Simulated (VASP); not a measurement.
# GaP (F-43m) in VASP: settings compared

GaP is run at these levels: PBE, PBEsol; tasks: single point.

Everything below comes from runs of VASP 6.6.1. Logs are shortened: lines on timing, memory, paths and dates and some standing lists are left out, and cuts for length are marked.

**What was measured.**

“Stacking defects in GaP nanowires: Electronic structure and optical properties”, 2018, arxiv:1810.01194 quotes, for a bulk crystal of GaP at 10 K: band gap 2.34 eV (indirect).

The runs below are set against these values where they give the same quantity.

### Step 1. The cell of the first run

Symmetry: F-43m, No. 216, cubic system. Conventional cell: a = 5.451 Å, b = 5.451 Å, c = 5.451 Å, α = 90.00°, β = 90.00°, γ = 90.00°. Ga (site symmetry -43m) has 4 P at 2.36 Å within 3.1 Å. Within 3.1 Å of P (site symmetry -43m) lie 4 Ga at 2.36 Å.

### Step 2. Single point, PBE

INCAR reads:

```
SYSTEM = GaP
PREC = Accurate
ENCUT = 500
EDIFF = 1E-6
ISMEAR = -5
SIGMA = 0.1
LREAL = .False.
LASPH = .True.
NELM = 120
ALGO = Normal
ISIF = 2
LWAVE = .False.
LCHARG = .False.
GGA = PE
NBANDS = 16
GGA_COMPAT = .False.
```

KPOINTS reads:

```
Automatic mesh
0
Gamma
  10 10 10
  0 0 0
```

POSCAR reads:

```
GaP
1.0
    0.0000000000      2.7252500963      2.7252500963
    2.7252500963      0.0000000000      2.7252500963
    2.7252500963      2.7252500963      0.0000000000
Ga P
1 1
Direct
    0.0000000000      0.0000000000      0.0000000000
    0.7500000000      0.7500000000      0.7500000000
```

Potentials or basis: VASP PAW PBE potentials, release 64 (Ga_d, P).

Run with:

```
cat potpaw_PBE.64/Ga_d/POTCAR potpaw_PBE.64/P/POTCAR > POTCAR
mpirun -np 1 vasp_std > vasp.out
```

OUTCAR:

```text
SYSTEM = GaP
   PREC = Accurate
   ENCUT = 500
   EDIFF = 1E-6
   ISMEAR = -5
   LREAL = .False.
   LASPH = .True.
   NELM = 120
   ISIF = 2
   GGA = PE

 ion  position               nearest neighbor table
   1  0.000  0.000  0.000-   2 2.36   2 2.36   2 2.36   2 2.36
   2  0.750  0.750  0.750-   1 2.36   1 2.36   1 2.36   1 2.36

  LATTYP: Found a face centered cubic cell.
 ALAT       =     5.4505001926

  Lattice vectors:

 A1 = (   0.0000000000,   2.7252500963,   2.7252500963)
 A2 = (   2.7252500963,   0.0000000000,   2.7252500963)
 A3 = (   2.7252500963,   2.7252500963,   0.0000000000)

Analysis of symmetry for initial positions (statically):
=====================================================================
 Subroutine PRICEL returns:
 Original cell was already a primitive cell.

 Routine SETGRP: Setting up the symmetry group for a
 face centered cubic supercell.

 Subroutine GETGRP returns: Found 24 space group operations
 (whereof 24 operations were pure point group operations)
 out of a pool of 48 trial point group operations.

The static configuration has the point symmetry T_d .

Analysis of symmetry for dynamics (positions and initial velocities):
=====================================================================
 Subroutine PRICEL returns:
 Original cell was already a primitive cell.

 Routine SETGRP: Setting up the symmetry group for a
 face centered cubic supercell.

 Subroutine GETGRP returns: Found 24 space group operations
 (whereof 24 operations were pure point group operations)
 out of a pool of 48 trial point group operations.

The dynamic configuration has the point symmetry T_d .

 Subroutine INISYM returns: Found 24 space group operations
 (whereof 24 operations are pure point group operations),
 and found     1 'primitive' translations

----------------------------------------------------------------------------------------

                                     Primitive cell

  volume of cell :      40.4808

  direct lattice vectors                    reciprocal lattice vectors
     0.000000000  2.725250096  2.725250096    -0.183469400  0.183469400  0.183469400
     2.725250096  0.000000000  2.725250096     0.183469400 -0.183469400  0.183469400
     2.725250096  2.725250096  0.000000000     0.183469400  0.183469400 -0.183469400

  length of vectors
     3.854085647  3.854085647  3.854085647     0.317778322  0.317778322  0.317778322

  position of ions in fractional coordinates (direct lattice)
     0.000000000  0.000000000  0.000000000
     0.750000000  0.750000000  0.750000000

  ion indices of the primitive-cell ions
   primitive index   ion index
                 1           1
                 2           2

----------------------------------------------------------------------------------------

 KPOINTS: Automatic mesh

Automatic generation of k-mesh.
 Grid dimensions read from file:
 generate k-points for:   10   10   10

 Generating k-lattice:

  Cartesian coordinates                     Fractional coordinates (reciprocal lattice)
    -0.018346940  0.018346940  0.018346940     0.100000000  0.000000000  0.000000000
     0.018346940 -0.018346940  0.018346940     0.000000000  0.100000000  0.000000000
     0.018346940  0.018346940 -0.018346940     0.000000000  0.000000000  0.100000000

  Length of vectors
     0.031777832  0.031777832  0.031777832

  Shift w.r.t. Gamma in fractional coordinates (k-lattice)
     0.000000000  0.000000000  0.000000000

 TETIRR: Found    148 inequivalent tetrahedra from     6000

 Subroutine IBZKPT returns following result:
 ===========================================

 Found     47 irreducible k-points:

 Following reciprocal coordinates:
            Coordinates               Weight
  0.000000  0.000000  0.000000      1.000000
  0.100000  0.000000  0.000000      8.000000
  0.200000  0.000000  0.000000      8.000000
  0.300000  0.000000  0.000000      8.000000
  0.400000  0.000000  0.000000      8.000000
  0.500000  0.000000  0.000000      4.000000
[... 16 lines left out ...]
  0.300000  0.300000  0.000000      6.000000
  0.400000  0.300000  0.000000     24.000000
 [... further k-points ...]
   k-points           NKPTS =     47   k-points in BZ     NKDIM =     47   number of bands    NBANDS=     16
   number of dos      NEDOS =    301   number of ions     NIONS =      2
   total plane-waves  NPLWV =  21952
   dimension x,y,z NGX =    28 NGY =   28 NGZ =   28
   dimension x,y,z NGXF=    56 NGYF=   56 NGZF=   56
   ions per type =               1   1
   NGX,Y,Z   is equivalent  to a cutoff of  12.08, 12.08, 12.08 a.u.
   NGXF,Y,Z  is equivalent  to a cutoff of  24.16, 24.16, 24.16 a.u.
 SYSTEM =  GaP
   PREC   = accura    normal or accurate (medium, high low for compatibility)
   ISTART =      0    job   : 0-new  1-cont  2-samecut
   ICHARG =      2    charge: 1-file 2-atom 10-const
   ISPIN  =      1    spin polarized calculation?
   LNONCOLLINEAR =      F non collinear calculations
   LSORBIT =      F    spin-orbit coupling
   LASPH  =      T    aspherical Exc in radial PAW
   ENCUT  =  500.0 eV  36.75 Ry    6.06 a.u.   7.03  7.03  7.03*2*pi/ulx,y,z
   NELM   =    120;   NELMIN=  2; NELMDL= -5     # of ELM steps
   EDIFF  = 0.1E-05   stopping-criterion for ELM
   LREAL  =      F    real-space projection
   EDIFFG = 0.1E-04   stopping-criterion for IOM
   NSW    =      0    number of steps for IOM
   IBRION =     -1    ionic relax: 0-MD 1-quasi-New 2-CG
   NFREE  =      0    steps in history (QN), initial steepest desc. (CG)
   ISIF   =      2    stress and relaxation
   ISYM   =      2    0-nonsym 1-usesym 2-fastsym
   POTIM  = 0.5000    time-step for ionic-motion
   TEBEG  =    0.0;   TEEND  =   0.0 temperature during run
   PSTRESS=    0.0 pullay stress
   NELECT =      18.0000    total number of electrons
   NUPDOWN=      -1.0000    fix difference up-down
   EMIN   =  10.00;   EMAX   =-10.00  energy-range for DOS
   EFERMI =   0.00;   METHOD = LEGACY
   ISMEAR =    -5;   SIGMA  =   0.10  broadening in eV -4-tet -1-fermi 0-gaus
   EFERMI_NEDOS =   21; number of points for ismear=-14 and -15
   IALGO  =     38    algorithm
   IMIX   =      4    mixing-type and parameters
     AMIX     =   0.40;   BMIX     =  1.00
     AMIX_MAG =   1.60;   BMIX_MAG =  1.00
  volume/ion in A,a.u.               =      20.24       136.59
  Fermi-wavevector in a.u.,A,eV,Ry     =   1.249538  2.361284 21.243375  1.561344
  Thomas-Fermi vector in A             =   2.383573
   LORBIT       =      0    0 simple, 1 ext, 2 COOP (PROOUT), +10 PAW based schemes
   GGA     = PE    functional components
   LHFCALC =     F    Hartree Fock is set to
   AEXX    =    0.0000 exact exchange contribution
   IVDW    =     0    specifies the selected vdW correction
   LEPSILON=     F    determine dielectric tensor
   LRPA    =     F    only Hartree local field effects (RPA)
 non-spin polarized calculation
 Fermi weights with tetrahedron method with Bloechl corrections
  energy-cutoff  :      500.00
  volume of cell :       40.48
 maximum number of plane-waves:      1056
   NGX = 13   NGY = 13   NGZ = 13

 number of electron      18.0000016 magnetization

 Free energy of the ion-electron system (eV)
  ---------------------------------------------------
  ext. energy  EPLUGINS =         0.00000000
  ---------------------------------------------------
  free energy    TOTEN  =        -9.11801119 eV

  energy without entropy =       -9.11801119  energy(sigma->0) =       -9.11801119

 E-fermi :   4.7327     XC(G=0):  -9.8336

 val. band max:        4.6510596605   @ k =   0.0000   0.0000   0.0000
 cond. band min:       6.2557780798   @ k =   0.4000   0.4000   0.0000
 fundamental gap:      1.6047184192
 Fermi energy:         4.7326576141

 k-point     1 :       0.0000    0.0000    0.0000
  band No.  band energies     occupation
      1      -9.8983      2.00000
      2      -9.8983      2.00000
      3      -9.8983      2.00000
      4      -9.7986      2.00000
      5      -9.7986      2.00000
      6      -7.8405      2.00000
[... 8 lines left out ...]
     15      14.4392      0.00000
     16      14.4392      0.00000

 k-point     2 :       0.1000    0.0000    0.0000
  band No.  band energies     occupation
      1      -9.9074      2.00000
      2      -9.8952      2.00000
      3      -9.8952      2.00000
      4      -9.7986      2.00000
      5      -9.7986      2.00000
      6      -7.7103      2.00000
[... 8 lines left out ...]
     15      13.9718      0.00000
     16      14.0789      0.00000

 k-point     3 :       0.2000    0.0000    0.0000
  band No.  band energies     occupation
      1      -9.9295      2.00000
      2      -9.8877      2.00000
      3      -9.8877      2.00000
      4      -9.7982      2.00000
      5      -9.7982      2.00000
      6      -7.3331      2.00000
[... 8 lines left out ...]
     15      13.5506      0.00000
     16      14.7591      0.00000

 k-point     4 :       0.3000    0.0000    0.0000
  band No.  band energies     occupation
      1      -9.9544      2.00000
      2      -9.8799      2.00000
      3      -9.8799      2.00000
      4      -9.7960      2.00000
      5      -9.7960      2.00000
      6      -6.7561      2.00000
[... 8 lines left out ...]
     15      13.9601      0.00000
     16      14.3906      0.00000
[... 324 lines left out ...]
 k-point    22 :      -0.2000    0.2000    0.0000
  band No.  band energies     occupation
      1      -9.9602      2.00000
      2      -9.8749      2.00000
      3      -9.8739      2.00000
      4      -9.8020      2.00000
      5      -9.7943      2.00000
      6      -6.5590      2.00000
[... 8 lines left out ...]
     15      15.9686      0.00000
     16      16.7289      0.00000

 k-point    23 :       0.3000    0.3000    0.0000
  band No.  band energies     occupation
      1      -9.9824      2.00000
      2      -9.8564      2.00000
      3      -9.8564      2.00000
      4      -9.8205      2.00000
      5      -9.7843      2.00000
      6      -6.3816      2.00000
[... 8 lines left out ...]
     15      15.7770      0.00000
     16      18.4552      0.00000

 k-point    24 :       0.4000    0.3000    0.0000
  band No.  band energies     occupation
      1      -9.9945      2.00000
      2      -9.8506      2.00000
      3      -9.8485      2.00000
      4      -9.8231      2.00000
      5      -9.7822      2.00000
      6      -5.8621      2.00000
[... 8 lines left out ...]
     15      16.4321      0.00000
     16      18.4271      0.00000

 [... further k-points ...]
[... 5 lines left out ...]
  --------------------------------------------------------------------------------------
  -------------------------------------------------------------------------------------
  Total        0.6102010      0.6102010      0.6102010     -0.0000000     -0.0000000     -0.0000000
  in kB       24.1509620     24.1509620     24.1509620     -0.0000000     -0.0000000     -0.0000000
  external PRESSURE =      24.1509620 kB  Pullay stress =       0.0000000 kB

 VOLUME and BASIS-vectors are now :
 -----------------------------------------------------------------------------
  energy-cutoff  :      500.00
  volume of cell :       40.48
      direct lattice vectors                 reciprocal lattice vectors
     0.000000000  2.725250096  2.725250096    -0.183469400  0.183469400  0.183469400
     2.725250096  0.000000000  2.725250096     0.183469400 -0.183469400  0.183469400
     2.725250096  2.725250096  0.000000000     0.183469400  0.183469400 -0.183469400

 POSITION                                       TOTAL-FORCE (eV/Angst)
 -----------------------------------------------------------------------------------
      0.00000      0.00000      0.00000         0.000000      0.000000      0.000000
      4.08788      4.08788      4.08788        -0.000000     -0.000000     -0.000000
 -----------------------------------------------------------------------------------
    total drift:                               -0.000001     -0.000001     -0.000001

  FREE ENERGIE OF THE ION-ELECTRON SYSTEM (eV)
  ---------------------------------------------------
  free  energy   TOTEN  =        -9.1180111919 eV

  energy  without entropy=       -9.1180111919  energy(sigma->0) =       -9.11801119
```

Wall time 55 s (1 thread of Intel Xeon 8259CL, shared host); peak memory 0.17 GiB.

What came out:

```
Free energy            : -9.1180 eV
Pressure               : 2.4 GPa
Band gap on the k mesh : 1.60 eV, indirect (least direct gap 1.83 eV)
```

Levels at points of the mesh, in eV from the valence-band top:
```csv
k point,band 7,band 8,band 9,band 10,band 11,band 12
"(0.00, 0.00, 0.00)",0.00,0.00,0.00,1.83,3.89,3.89
"(0.50, 0.00, 0.00)",-6.63,-1.12,-1.12,1.67,4.72,4.72
"(0.50, 0.50, 0.00)",-6.75,-2.68,-2.68,1.66,1.82,10.60
```

[end of part 1 of 2]
